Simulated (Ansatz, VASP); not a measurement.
## S: VASP beside Ansatz

```
CELL_PARAMETERS angstrom
5.47627 0.00000 0.00000
0.00000 5.47627 0.00000
0.00000 0.00000 2.96025
ATOMIC_POSITIONS crystal
S 0.87733 0.87733 0.50000
S 0.12267 0.12267 0.50000
S 0.37733 0.62267 0.00000
S 0.62267 0.37733 0.00000
```

Alike in both runs: functional PBE; dispersion D3(BJ); k mesh 8 × 8 × 14; occupations gaussian, width 0.1 eV; no spin polarisation.

Ansatz relaxed the structure, and its values are those at the end. VASP's run is a single point on that final structure, the one shown.

|  | VASP | Ansatz |
| --- | --- | --- |
| version | VASP 6.6.1 | Ansatz 0.2.0 |
| potentials or method | VASP PAW PBE potentials, release 64 (S), cutoff 520 eV | scalar-relativistic, plane waves, PAW |
| valence electrons in the cell | 24 | 24 |

|  | VASP | Ansatz | Ansatz less VASP |
| --- | --- | --- | --- |
| gap on the k mesh at the Fermi level (eV) | none | none | - |
| pressure (GPa) | -0.6 | 0.0 | +0.61 |
| rms of the force components (eV/Å) | 0.138 | 0.002 | -0.1366 |

A gap of «none» marks a metal or a gap that the smearing closes. One of these differences is far larger than is usual between the two programs; its cause wasn't traced.
